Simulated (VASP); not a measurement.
A run of VASP 6.6.1 is set up as follows.

File INCAR:

```
PREC     = Accurate       # precision mode
ENCUT    = 520            # plane-wave cutoff, eV
EDIFF    = 1E-6           # SCF threshold, eV
ISMEAR   = -1             # smearing method
SIGMA    = 0.02           # smearing width, eV
LREAL    = Auto         
LASPH    = T              # aspherical terms in the spheres
NELM     = 100            # most SCF steps
ALGO     = Normal         # electronic algorithm
ISIF     = 2              # what is computed and relaxed
LWAVE    = F              # write WAVECAR
LCHARG   = F              # write CHGCAR
GGA      = PE             # functional
NBANDS   = 48             # bands
```

Contents of KPOINTS:

```
regular mesh
0
Gamma
  2 2 2
```

Contents of POSCAR:

```
Si
1.0
    0.0000000000      5.4300000000      5.4300000000
    5.4300000000      0.0000000000      5.4300000000
    5.4300000000      5.4300000000      0.0000000000
Si
17
Direct
    0.0078882977     -0.0218785543      0.0074469324
    0.1181232213      0.1120847510      0.1567601238
   -0.0664086975      0.0219014303      0.5223895330
    0.1181378922      0.1117736118      0.6135817949
    0.0079541157      0.5059880674      0.0077246510
    0.1740350410      0.6084152674      0.1088981647
    0.0080238570      0.5062806175      0.4785753569
    0.1181456516      0.6562880451      0.6132166090
    0.4900649462     -0.0036692185      0.0170528354
    0.6364968058      0.1123940663      0.1256036613
    0.4900572731     -0.0038021095      0.4966176551
    0.5504097847      0.1497796683      0.6498601106
    0.5523280091      0.4824877906     -0.0173335556
    0.6365952868      0.6253227326      0.1256608741
    0.4900344080      0.5169461130      0.4966112977
    0.6366910253      0.6252531338      0.6125669667
    0.0873417821      0.3045371870      0.8039209892
```

Potentials or basis: VASP PAW PBE potentials, release 64 (Si).

Launch:

```bash
$ cat potpaw_PBE.64/Si/POTCAR > POTCAR
$ mpirun -np 1 vasp_std > vasp.out
```

Q: What does it give for the band gap on the k mesh?

A: 0.11 eV.

Q: Predict the pressure.

A: 4.5 GPa.

Q: What does it give for the largest force?

A: 0.102 eV/Å.

Stress tensor (GPa, compression positive):
```
 4.50  0.37  0.37
 0.37  4.50 -0.37
 0.37 -0.37  4.50
```

Caveat: the k points lie up to 0.50 Å⁻¹ apart.
